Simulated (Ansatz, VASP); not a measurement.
**Two plane-wave programs on PtSe2**

The input INCAR:

```
PREC = Accurate ; ENCUT = 520
EDIFF = 1E-6 ; ISMEAR = 0
SIGMA = 0.15 ; LREAL = False
LASPH = True ; NELM = 60
ALGO = Normal ; ISIF = 2
LWAVE = False ; LCHARG = False
GGA = PE ; NBANDS = 18
```

File KPOINTS:

```
regular mesh
0
Gamma
  12 12 10
```

Contents of POSCAR:

```
PtSe2
1.0
    3.7240006046      0.0000000000      0.0000000000
   -1.8620003023      3.2250791273      0.0000000000
    0.0000000000      0.0000000000      5.0620000000
Pt Se
1 2
Direct
   -0.0200413807     -0.0100206904      0.0075155178
    0.3333333333      0.6666666667      0.2500000000
    0.6666666667      0.3333333333      0.7500000000
```

Input for Ansatz:

```yaml
crystal:
  lattice:
    - [3.7240006046, 0.0, 0.0]
    - [-1.8620003023, 3.2250791273, 0.0]
    - [0.0, 0.0, 5.062]
  atoms:
    - { symbol: Pt, position: [-0.0200413807, -0.0100206904, 0.0075155178] }
    - { symbol: Se, position: [0.3333333333, 0.6666666667, 0.25] }
    - { symbol: Se, position: [0.6666666667, 0.3333333333, 0.75] }
basis:
  ecutwfc: 420
kpoints:
  mp_grid: { grid: [12, 12, 10] }
hamiltonian:
  xc: pbe
scf:
  occupations: { method: gaussian, width: 0.15 }
output:
  forces: true
  stress: true
  eigenvalues: true
```

Change from the starting cell: all Pt atoms moved +0.075 Å, as atom 1 towards its neighbour atom 2 (Se) at 2.495 Å.

Alike in both runs: task single point; functional PBE; k mesh 12 × 12 × 10; occupations gaussian, width 0.15 eV; no spin polarisation.

```csv
,VASP,Ansatz
version,VASP 6.6.1,Ansatz 0.2.0
potentials or method,"VASP PAW PBE potentials, release 64 (Pt, Se), cutoff 520 eV","scalar-relativistic, plane waves, PAW"
valence electrons in the cell,22,50
```

```csv
,VASP,Ansatz,Ansatz less VASP
gap on the k mesh at the Fermi level (eV),none,none,-
pressure (GPa),7.6,7.6,0.00
"traceless stress, the component that is largest in VASP (GPa)",-1.43,-1.42,+0.012
rms of the force components (eV/Å),0.589,0.586,-0.0035
```

Atom by atom the forces differ by 0.004 eV/Å (rms over components). A gap of «none» marks a metal or a gap that the smearing closes. VASP's potentials hold 22 valence electrons a cell and Ansatz's 50, so a difference there can come from the potentials and not from the codes.

Spin-orbit coupling is off throughout.
